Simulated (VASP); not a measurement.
Set up this calculation in VASP 6.6.1, as the native input.

* Task: single point
* Functional: HF
* Potentials or basis: VASP PAW PBE potentials, release 64 (Mg, O)
* Cutoff: 520 eV
* k mesh: 6 × 6 × 6
* Occupations: gaussian, width 0.01 eV
* Spin: no spin polarisation
* Dipole correction: no
* Grid for exact exchange (PRECFOCK): Normal
* Further INCAR settings: ALGO = Normal; EDIFF = 1e-06; NBANDS = 11
* Share of exact exchange: 1

The system is MgO.

```
Mg O
1.0
     0.00000    2.28201    2.28201
     2.28201    0.00000    2.28201
     2.28201    2.28201    0.00000
Mg O
1 1
Direct
  0.00000 0.00000 0.00000
  0.25000 0.25000 0.25000
```

One way to write it, as run:

POSCAR

```
MgO
1.0
    0.0000000000      2.2820056617      2.2820056617
    2.2820056617      0.0000000000      2.2820056617
    2.2820056617      2.2820056617      0.0000000000
Mg O
1 1
Direct
    0.0000000000      0.0000000000      0.0000000000
    0.2500000000      0.2500000000      0.2500000000
```

INCAR.step1

```
PREC = Accurate ; ENCUT = 520
EDIFF = 1E-5 ; ISMEAR = 0
SIGMA = 0.01 ; LREAL = False
LASPH = True ; NELM = 80
ALGO = Normal ; ISIF = 2
LWAVE = True ; LCHARG = False
NBANDS = 11 ; GGA = PE
```

INCAR.step2

```
PREC = Accurate ; ENCUT = 520
EDIFF = 1E-6 ; ISMEAR = 0
SIGMA = 0.01 ; LREAL = False
LASPH = True ; NELM = 80
ALGO = Normal ; ISIF = 2
LWAVE = False ; LCHARG = False
GGA = PE ; LHFCALC = True
AEXX = 1.0 ; ALDAC = 0.0
AGGAC = 0.0 ; PRECFOCK = Normal
NBANDS = 11 ; ISTART = 1
```

KPOINTS

```
regular mesh
0
Gamma
  6 6 6
```

Potentials or basis: VASP PAW PBE potentials, release 64 (Mg, O).

Launch:

```sh
$ cat potpaw_PBE.64/Mg/POTCAR potpaw_PBE.64/O/POTCAR > POTCAR
$ cp INCAR.step1 INCAR
$ mpirun -np 1 vasp_std > vasp.out
$ cp INCAR.step2 INCAR
$ mpirun -np 1 vasp_std > vasp.out
```

It gave:

The pressure is -0.8 GPa and the band gap on the k mesh is 13.72 eV.

Caveat: the structure was generated, so it needn't be the stable form of MgO; the PAW data sets were made with another functional, which shifts forces and pressure a little.

It took 17 min on 1 thread of Intel(R) Xeon(R) Platinum 8259CL CPU @ 2.50GHz (Skylake/Cascade Lake), on a shared host, peak memory 0.16 GiB.
